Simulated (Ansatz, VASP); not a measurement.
AlN in VASP and in Ansatz

```
CELL_PARAMETERS angstrom
3.36090 0.00000 0.00000
-1.68045 2.91062 0.00000
0.00000 0.00000 4.26420
ATOMIC_POSITIONS crystal
Al 0.33333 0.66667 0.75000
Al 0.66667 0.33333 0.25000
N 0.33333 0.66667 0.25000
N 0.66667 0.33333 0.75000
```

Alike in both runs: task single point; functional PBEsol; k mesh 9 × 9 × 6; occupations gaussian, width 0.05 eV; no spin polarisation.

|  | VASP | Ansatz |
| --- | --- | --- |
| version | VASP 6.6.1 | Ansatz 0.2.0 |
| potentials or method | VASP PAW PBE potentials, release 64 (Al, N), cutoff 520 eV | scalar-relativistic, plane waves, PAW |
| valence electrons in the cell | 16 | 16 |

|  | VASP | Ansatz | Ansatz less VASP |
| --- | --- | --- | --- |
| gap on the k mesh at the Fermi level (eV) | 2.83 | 2.81 | -0.011 |
| least direct gap on the mesh (eV) | 2.83 | 2.81 | -0.011 |
| pressure (GPa) | -12.1 | -12.1 | +0.03 |
| traceless stress, the component that is largest in VASP (GPa) | 0.37 | 0.38 | +0.009 |

VASP's potentials were made for PBE, not for PBEsol, and Ansatz warns of the same on its side. With one functional, cell and mesh, what is left measures potentials, basis and numerics.
